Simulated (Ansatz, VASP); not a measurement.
SnSe2: VASP beside Ansatz

```
CELL_PARAMETERS angstrom
3.81100 0.00000 0.00000
-1.90550 3.30042 0.00000
0.00000 0.00000 6.13600
ATOMIC_POSITIONS crystal
Sn 0.00000 0.00000 0.00000
Se 0.33333 0.66667 0.26157
Se 0.66667 0.33333 0.73843
```

Alike in both runs: functional PBE; dispersion D3(BJ); k mesh 12 × 12 × 6; occupations gaussian, width 0.02 eV; no spin polarisation.

Ansatz relaxed the structure, and its values are those at the end. VASP's run is a single point on that final structure, the one shown.

|  | VASP | Ansatz |
| --- | --- | --- |
| version | VASP 6.6.1 | Ansatz 0.2.0 |
| potentials or method | VASP PAW PBE potentials, release 64 (Sn_d, Se), cutoff 500 eV | scalar-relativistic, plane waves, PAW |
| valence electrons in the cell | 26 | 46 |

VASP gave:

- gap on the k mesh at the Fermi level (eV): 0.49
- least direct gap on the mesh (eV): 1.08
- pressure (GPa): 0.4
- rms of the force components (eV/Å): 0.008

What did Ansatz give for the same quantities?

gap on the k mesh at the Fermi level (eV): 0.49; least direct gap on the mesh (eV): 1.09; pressure (GPa): 0.3; rms of the force components (eV/Å): 0.002.

VASP's potentials hold 26 valence electrons a cell and Ansatz's 46, so a difference there can come from the potentials and not from the codes. Ansatz's warnings: stress scf threshold loose.
